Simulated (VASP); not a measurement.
Wanted: the native input for a VASP 6.6.1 run.

| Quantity | Value |
| --- | --- |
| Task | single point |
| Functional | PBE |
| Potentials or basis | VASP PAW PBE potentials, release 64 (Si) |
| Cutoff | 500 eV |
| k mesh | 1 × 1 × 1, shifted |
| Occupations | gaussian, width 0.01 eV |
| Spin | no spin polarisation |
| Dipole correction | no |
| Further INCAR settings | ALGO = Normal; EDIFF = 1e-06; NBANDS = 26; ISYM = 0 |

The structure of Si lies in POSCAR:

```
Si
1.0
    5.4310000000      0.0000000000      0.0000000000
    0.0000000000      5.4310000000      0.0000000000
    0.0000000000      0.0000000000      5.4310000000
Si
8
Direct
   -0.0055200000     -0.0022100000      0.0011000000
    0.0022100000      0.5055200000      0.4966900000
    0.4977900000      0.0011000000      0.5044200000
    0.5055200000      0.4966900000      0.0000000000
    0.2511000000      0.2544200000      0.2455800000
    0.2466900000      0.7500000000      0.7533100000
    0.7544200000      0.2455800000      0.7489000000
    0.7500000000      0.7533100000      0.2444800000
```

The input as run:

INCAR

```
PREC     = Accurate       # precision mode
ENCUT    = 500            # plane-wave cutoff, eV
EDIFF    = 1E-6           # SCF threshold, eV
ISMEAR   = 0              # smearing method
SIGMA    = 0.01           # smearing width, eV
LREAL    = False          # projectors in reciprocal space
LASPH    = True           # aspherical terms in the spheres
NELM     = 120            # most SCF steps
ALGO     = Normal         # electronic algorithm
ISIF     = 2              # what is computed and relaxed
LWAVE    = False          # write WAVECAR
LCHARG   = False          # write CHGCAR
GGA      = PE             # functional
NBANDS   = 26             # bands
ISYM     = 0            
GGA_COMPAT= False
```

KPOINTS

```
Automatic mesh
0
Gamma
  1 1 1
  0.5 0.5 0.5
```

Potentials or basis: VASP PAW PBE potentials, release 64 (Si).

Command:

```console
$ cat potpaw_PBE.64/Si/POTCAR > POTCAR
$ mpirun -np 1 vasp_std > vasp.out
```

Results of the run:

- Pressure: 8.7 GPa
- Largest force: 0.771 eV/Å
- Band gap on the k mesh: 2.57 eV

Caveat: the k points lie up to 1.16 Å⁻¹ apart.

It took 18 s on 1 thread of Intel Xeon 8259CL (shared host), peak memory 0.22 GiB.
